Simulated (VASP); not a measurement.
Here is a VASP 6.6.1 calculation.

The input INCAR:

```
PREC = Accurate ; ENCUT = 520
EDIFF = 1E-6 ; ISMEAR = -1
SIGMA = 0.05 ; LREAL = F
LASPH = T ; NELM = 100
ALGO = Normal ; ISIF = 2
LWAVE = F ; LCHARG = T
GGA = PE ; IVDW = 12
LELF = T ; LVHAR = T
NBANDS = 16
```

File KPOINTS:

```
Automatic mesh
0
Gamma
  10 10 10
```

The input POSCAR:

```
GaN
1.0
    0.0000000000      2.2535006075      2.2535006075
    2.2535006075      0.0000000000      2.2535006075
    2.2535006075      2.2535006075      0.0000000000
Ga N
1 1
Direct
    0.0000000000      0.0000000000      0.0000000000
    0.2500000000      0.2500000000      0.2500000000
```

Potentials or basis: VASP PAW PBE potentials, release 64 (Ga_d, N).

Command:

```console
$ cat potpaw_PBE.64/Ga_d/POTCAR potpaw_PBE.64/N/POTCAR > POTCAR
$ mpirun -np 1 vasp_std > vasp.out
```

What does it give for the pressure?

1.4 GPa.

Estimate the band gap on the k mesh.

1.72 eV, direct.

Predict the dispersion energy per atom.

-0.254 eV.
